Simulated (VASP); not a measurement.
Here is a VASP 6.6.1 calculation.

The input INCAR:

```
SYSTEM = ReP
PREC = Accurate
ENCUT = 520
EDIFF = 1E-6
ISMEAR = 0
SIGMA = 0.05
LREAL = .False.
LASPH = .True.
NELM = 60
ALGO = Normal
ISIF = 2
LWAVE = .False.
LCHARG = .False.
GGA = PS
NBANDS = 13
```

Contents of KPOINTS:

```
regular mesh
0
Gamma
  12 12 12
  0 0 0
```

The input POSCAR:

```
ReP
1.0
    0.0000000000      2.6031828477      2.6031828477
    2.6031828477      0.0000000000      2.6031828477
    2.6031828477      2.6031828477      0.0000000000
Re P
1 1
Direct
    0.0000000000      0.0000000000      0.0000000000
    0.2500000000      0.2500000000      0.2500000000
```

Potentials or basis: VASP PAW PBE potentials, release 64 (Re, P).

Command:

```sh
$ cat potpaw_PBE.64/Re/POTCAR potpaw_PBE.64/P/POTCAR > POTCAR
$ mpirun -np 1 vasp_std > vasp.out
```

**Question.** Predict the pressure.

**Answer.** 7.3 GPa.

**Question.** What does it give for the band gap on the k mesh?

**Answer.** Zero (bands 6 and 7 overlap by 0.45 eV).

Caveat: the cell stands under pressure; the PAW data sets were made with another functional, which shifts forces and pressure a little; spin-orbit coupling is left out, which moves the levels of the heavy elements.
